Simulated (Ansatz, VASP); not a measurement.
**Two plane-wave programs on Fe**

```
Fe
1.0
     2.32905    0.00000    0.00000
     0.00000    2.32905    0.00000
     0.00000    0.00000    2.32905
Fe
1
Direct
  0.00000 0.00000 0.00000
```

Alike in both runs: task single point; functional PBEsol; k mesh 15 × 15 × 15; occupations fermi-dirac, width 0.05 eV; collinear spin.

```csv
,VASP,Ansatz
version,VASP 6.6.1,Ansatz 0.2.0
potentials or method,"VASP PAW PBE potentials, release 64 (Fe), cutoff 520 eV","plane waves (420 eV) with PAW, scalar-relativistic"
valence electrons in the cell,8,16
```

|  | VASP | Ansatz | Ansatz less VASP |
| --- | --- | --- | --- |
| pressure (GPa) | -1.1 | -0.7 | +0.36 |
| net moment per atom (μB) | 2.30 | 2.29 | -0.003 |
| size of the moment on the site where the two differ most (μB) | 2.28 | 2.26 | -0.021 |

VASP's potentials were made for PBE, not for PBEsol, and Ansatz warns of the same on its side. Site moments also hang on the region over which each program counts them. VASP's potentials hold 8 valence electrons a cell and Ansatz's 16, so a difference there can come from the potentials and not from the codes.
